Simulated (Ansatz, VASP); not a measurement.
C: VASP beside Ansatz

INCAR

```
ALGO     = Normal         # electronic algorithm
EDIFF    = 1E-6           # SCF threshold, eV
ENCUT    = 910            # plane-wave cutoff, eV
GGA_COMPAT= False        
ISIF     = 2              # what is computed and relaxed
ISMEAR   = 0              # smearing method
LASPH    = True           # aspherical terms in the spheres
LCHARG   = False          # write CHGCAR
LREAL    = False          # projectors in reciprocal space
LWAVE    = False          # write WAVECAR
NBANDS   = 36             # bands
NELM     = 120            # most SCF steps
PREC     = Accurate       # precision mode
SIGMA    = 0.05           # smearing width, eV
```

File KPOINTS:

```
k-points
0
Gamma
  12 12 2
```

POSCAR

```
C
1.0
    2.4921382545      0.0000000000      0.0000000000
   -1.2460691272      2.1582550381      0.0000000000
    0.0000000000      0.0000000000     12.2917957867
C
12
Direct
    0.0000000000      0.0000000000      0.1868599868
    0.0000000000      0.0000000000      0.6868599868
    0.0000000000      0.0000000000      0.3131400132
    0.0000000000      0.0000000000      0.8131400132
    0.3333333333      0.6666666667      0.5207718743
    0.6666666667      0.3333333333      0.0207718743
    0.3333333333      0.6666666667      0.9792281257
    0.6666666667      0.3333333333      0.4792281257
    0.3333333333      0.6666666667      0.6450609412
    0.6666666667      0.3333333333      0.1450609412
    0.3333333333      0.6666666667      0.8549390588
    0.6666666667      0.3333333333      0.3549390588
```

Input for Ansatz:

```yaml
crystal:
  lattice:
    - [2.4921382545, 0.0, 0.0]
    - [-1.2460691272, 2.1582550381, 0.0]
    - [0.0, 0.0, 12.2917957867]
  atoms:
    - { symbol: C, position: [0.0, 0.0, 0.1868599868] }
    - { symbol: C, position: [0.0, 0.0, 0.6868599868] }
    - { symbol: C, position: [0.0, 0.0, 0.3131400132] }
    - { symbol: C, position: [0.0, 0.0, 0.8131400132] }
    - { symbol: C, position: [0.3333333333, 0.6666666667, 0.5207718743] }
    - { symbol: C, position: [0.6666666667, 0.3333333333, 0.0207718743] }
    - { symbol: C, position: [0.3333333333, 0.6666666667, 0.9792281257] }
    - { symbol: C, position: [0.6666666667, 0.3333333333, 0.4792281257] }
    - { symbol: C, position: [0.3333333333, 0.6666666667, 0.6450609412] }
    - { symbol: C, position: [0.6666666667, 0.3333333333, 0.1450609412] }
    - { symbol: C, position: [0.3333333333, 0.6666666667, 0.8549390588] }
    - { symbol: C, position: [0.6666666667, 0.3333333333, 0.3549390588] }
basis:
  ecutwfc: 520.0
kpoints:
  mp_grid: { grid: [12, 12, 2] }
hamiltonian:
  xc: lda
  pseudopotentials: { kind: paw, azcp: { folder: soft_1 } }
scf:
  occupations: { method: gaussian, width: 0.05 }
output:
  forces: true
  stress: true
  eigenvalues: true
  write_density: true
  write_potential: true
  elf: true
  volumetric_format: npy
```

Alike in both runs: task single point; functional LDA; k mesh 12 × 12 × 2; occupations gaussian, width 0.05 eV; no spin polarisation.

|  | VASP | Ansatz |
| --- | --- | --- |
| version | VASP 6.6.1 | Ansatz 0.2.0 |
| potentials or method | VASP PAW LDA potentials, release 64 (C_h), cutoff 910 eV | scalar-relativistic, plane waves, PAW |
| valence electrons in the cell | 48 | 48 |

Ansatz gave:

- gap on the k mesh at the Fermi level (eV): 4.51
- least direct gap on the mesh (eV): 5.41

**Question.** What did VASP give for the same quantities?

**Answer.** gap on the k mesh at the Fermi level (eV): 4.50; least direct gap on the mesh (eV): 5.41.

Ansatz warns that its potentials were made for another functional, while VASP's fit it. LDA's correlation is that of Perdew and Zunger in VASP and of Perdew and Wang (1992) in Ansatz.

Noted on VASP's run: the cutoff is short for stress, so the pressure is rough.
